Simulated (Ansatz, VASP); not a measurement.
**ZnS: VASP beside Ansatz**

```
Zn S
1.0
     3.84549    0.00000    0.00000
    -1.92275    3.33029    0.00000
     0.00000    0.00000    6.30533
Zn S
2 2
Direct
  0.35082 0.61889 0.00522
  0.68415 0.28556 0.50522
  0.33333 0.66667 0.37978
  0.66667 0.33333 0.87978
```

Change from the starting cell: all Zn atoms moved +0.225 Å, as atom 1 along Cartesian [1 -1 0].

Alike in both runs: task single point; functional PBE; k mesh 12 × 12 × 4; occupations gaussian, width 0.05 eV; no spin polarisation.

|  | VASP | Ansatz |
| --- | --- | --- |
| version | VASP 6.6.1 | Ansatz 0.2.0 |
| potentials or method | VASP PAW PBE potentials, release 64 (Zn, S), cutoff 520 eV | scalar-relativistic, plane waves, PAW |
| valence electrons in the cell | 36 | 36 |

```tsv
	VASP	Ansatz	Ansatz less VASP
gap on the k mesh at the Fermi level (eV)	2.03	2.02	-0.007
least direct gap on the mesh (eV)	2.03	2.02	-0.007
pressure (GPa)	1.8	1.6	-0.15
traceless stress, the component that is largest in VASP (GPa)	-2.21	-2.18	+0.028
rms of the force components (eV/Å)	0.837	0.832	-0.0050
```

Atom by atom the forces differ by 0.005 eV/Å (rms over components).
